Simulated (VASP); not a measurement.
Write the native input for VASP 6.6.1 that does the following.

```yaml
Task: single point
Functional: PBE
Potentials_or_basis: VASP PAW PBE potentials, release 64 (Cd, Ga_d, O)
Cutoff: 520 eV
k_mesh: 8 × 8 × 6
Occupations: gaussian, width 0.1 eV
Spin: no spin polarisation
Dipole_correction: no
Further_INCAR_settings: ALGO = Normal; EDIFF = 1e-07; NBANDS = 43
```

The structure of Cd3Ga2O lies in POSCAR:

```
Cd3Ga2O
1.0
    5.0156853699      0.0000000000      0.0000000000
    0.0000000000      5.0156853699      0.0000000000
    0.0000000000      0.0000000000      8.3653150710
Cd Ga O
3 2 1
Direct
    0.5000000000      0.5000000000      0.5000000000
    0.5000000000      0.5000000000      0.1676579101
    0.5000000000      0.5000000000      0.8323420899
    0.0000000000      0.5000000000      0.5000000000
    0.5000000000      0.0000000000      0.5000000000
    0.0000000000      0.0000000000      0.5000000000
```

The input as run:

INCAR

```
PREC     = Accurate       # precision mode
ENCUT    = 520            # plane-wave cutoff, eV
EDIFF    = 1E-7           # SCF threshold, eV
ISMEAR   = 0              # smearing method
SIGMA    = 0.1            # smearing width, eV
LREAL    = F              # projectors in reciprocal space
LASPH    = T              # aspherical terms in the spheres
NELM     = 60             # most SCF steps
ALGO     = Normal         # electronic algorithm
ISIF     = 2              # what is computed and relaxed
LWAVE    = F              # write WAVECAR
LCHARG   = T              # write CHGCAR
GGA      = PE             # functional
LELF     = T              # ELF
LVHAR    = T            
NBANDS   = 43             # bands
```

KPOINTS

```
Automatic mesh
0
Gamma
  8 8 6
```

Potentials or basis: VASP PAW PBE potentials, release 64 (Cd, Ga_d, O).

Launch:

```sh
$ cat potpaw_PBE.64/Cd/POTCAR potpaw_PBE.64/Ga_d/POTCAR potpaw_PBE.64/O/POTCAR > POTCAR
$ mpirun -np 1 vasp_std > vasp.out
```

Results of the run:

| Quantity | Value |
| --- | --- |
| Pressure | 0.1 GPa |
| Largest force | 0.009 eV/Å |
| Band gap on the k mesh | zero (band 34 reaches 0.46 eV, above the bottom of band 35 at 0.05 eV) |

It took 16 min on 1 thread of Oxide Virtual Turin-like Processor, on a shared host, peak memory 0.58 GiB.
